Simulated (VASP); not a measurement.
Set up this calculation in VASP 6.6.1, as the native input.

* Task: single point
* Functional: PBE
* Potentials or basis: VASP PAW PBE potentials, release 64 (W_sv, O)
* Cutoff: 520 eV
* k mesh: 10 × 10 × 10
* Occupations: gaussian, width 0.02 eV
* Spin: collinear spin, ferromagnetic start
* Starting moments: [1.0, 0.0] μB
* Hubbard terms: W d U = 6.2 eV
* Dipole correction: no
* Further INCAR settings: ALGO = Normal; EDIFF = 1e-06; NBANDS = 21

The structure of WO lies in POSCAR:

```
WO
1.0
    0.0000000000      2.4907701500      2.4907701500
    2.4907701500      0.0000000000      2.4907701500
    2.4907701500      2.4907701500      0.0000000000
W O
1 1
Direct
    0.0000000000      0.0000000000      0.0000000000
    0.2500000000      0.2500000000      0.2500000000
```

One way to write it, as run:

INCAR

```
SYSTEM = WO
PREC = Accurate ; ENCUT = 520
EDIFF = 1E-6 ; ISMEAR = 0
SIGMA = 0.02 ; LREAL = .FALSE.
LASPH = .TRUE. ; NELM = 150
ALGO = Normal ; ISIF = 2
LWAVE = .FALSE. ; LCHARG = .FALSE.
ISPIN = 2 ; MAGMOM = 1 0
LORBIT = 11 ; LMAXMIX = 4
LDAU = .TRUE. ; LDAUTYPE = 2
LDAUL = 2 -1 ; LDAUU = 6.2 0
LDAUJ = 0 0 ; LDAUPRINT = 1
GGA = PE ; NBANDS = 21
```

KPOINTS

```
Automatic mesh
0
G
  10 10 10
  0 0 0
```

Potentials or basis: VASP PAW PBE potentials, release 64 (W_sv, O).

Run with:

```sh
$ cat potpaw_PBE.64/W_sv/POTCAR potpaw_PBE.64/O/POTCAR > POTCAR
$ mpirun -np 1 vasp_std > vasp.out
```

It gave:

| Item | Value |
| --- | --- |
| Pressure | -10.9 GPa |
| Band gap on the k mesh | 0.71 eV, indirect (least direct gap 1.07 eV) |
| Net moment | 2.00 μB per cell |
| Site moments | W +1.74; O +0.01 μB |
| Valence electrons inside the program's atomic spheres | W 11.48; O 5.04 |

Caveat: spin-orbit coupling is left out, which moves the levels of the heavy elements.

Run time: 2.1 min on 1 thread of Intel Xeon 8259CL, with other jobs on the host, peak memory 0.2 GiB.
